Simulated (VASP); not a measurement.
## Si: electric field gradients with LDA

Crystal: Si.

```
Si
1.0
     0.00000    2.70639    2.70639
     2.70639    0.00000    2.70639
     2.70639    2.70639    0.00000
Si
2
Direct
  0.50000 0.50000 0.50000
  0.75000 0.75000 0.75000
```

```json
{
  "Program": "VASP 6.6.1",
  "Task": "electric field gradients",
  "Functional": "LDA",
  "Potentials or basis": "VASP PAW LDA potentials, release 64 (Si)",
  "Cutoff": "520 eV",
  "k mesh": "12 × 12 × 12",
  "Occupations": "fermi-dirac, width 0.08 eV",
  "Spin": "no spin polarisation",
  "Dipole correction": "no",
  "Further INCAR settings": "ALGO = Normal; EDIFF = 1e-08; NBANDS = 11"
}
```

The pressure is -0.5 GPa and the band gap on the k mesh is 0.45 eV (least direct gap 2.53 eV). The largest electric field gradient by atom is zero within the noise of the run.

Levels at points of the mesh, in eV from the valence-band top:
```
           k point  band 1  band 2  band 3  band 4  band 5  band 6  band 7  band 8
(0.00, 0.00, 0.00)  -12.03    0.00    0.00    0.00    2.53    2.53    2.53    3.32
(0.50, 0.00, 0.00)   -9.66   -7.04   -1.20   -1.20    1.46    3.29    3.29    7.53
(0.50, 0.50, 0.00)   -7.85   -7.85   -2.88   -2.88    0.59    0.59   10.06   10.06
```

Wall time 18 s on 1 thread of AMD EPYC 7R13 Processor (Zen 3), with other jobs on the host, peak memory 0.12 GiB.

A k mesh can miss the band edges.
